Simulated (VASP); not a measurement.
Input of a VASP 6.6.1 run:

Contents of INCAR:

```
PREC = Accurate
ENCUT = 520
EDIFF = 1E-7
ISMEAR = 0
SIGMA = 0.1
LREAL = False
LASPH = True
NELM = 80
ALGO = Normal
ISIF = 2
LWAVE = False
LCHARG = False
GGA = PE
NBANDS = 39
```

File KPOINTS:

```
Automatic mesh
0
Gamma
  4 4 2
```

POSCAR

```
Sn4S
1.0
    4.3669108072      0.0000000000      0.0000000000
    0.0000000000      4.3669108072      0.0000000000
    0.0000000000      0.0000000000      7.4709525292
Sn S
4 1
Direct
    0.0000000000      0.5000000000      0.2894568635
    0.5000000000      0.0000000000      0.2894568635
    0.0000000000      0.5000000000      0.7105431365
    0.5000000000      0.0000000000      0.7105431365
    0.0000000000      0.0000000000      0.0000000000
```

Potentials or basis: VASP PAW PBE potentials, release 64 (Sn_d, S).

The run is started by

```bash
$ cat potpaw_PBE.64/Sn_d/POTCAR potpaw_PBE.64/S/POTCAR > POTCAR
$ mpirun -np 1 vasp_std > vasp.out
```

Q: Estimate the pressure.

A: 0.1 GPa.

Q: Predict the band gap on the k mesh.

A: Zero (band 31 reaches 7.30 eV, above the bottom of band 32 at 5.57 eV).

Forces on the atoms (eV/Å):
```
Sn   0.000  0.000  0.033
Sn   0.000  0.000  0.033
Sn   0.000  0.000 -0.033
Sn   0.000  0.000 -0.033
S    0.000  0.000  0.000
```

Caveat: the k points lie up to 0.42 Å⁻¹ apart; spin-orbit coupling is left out, which moves the levels of the heavy elements.
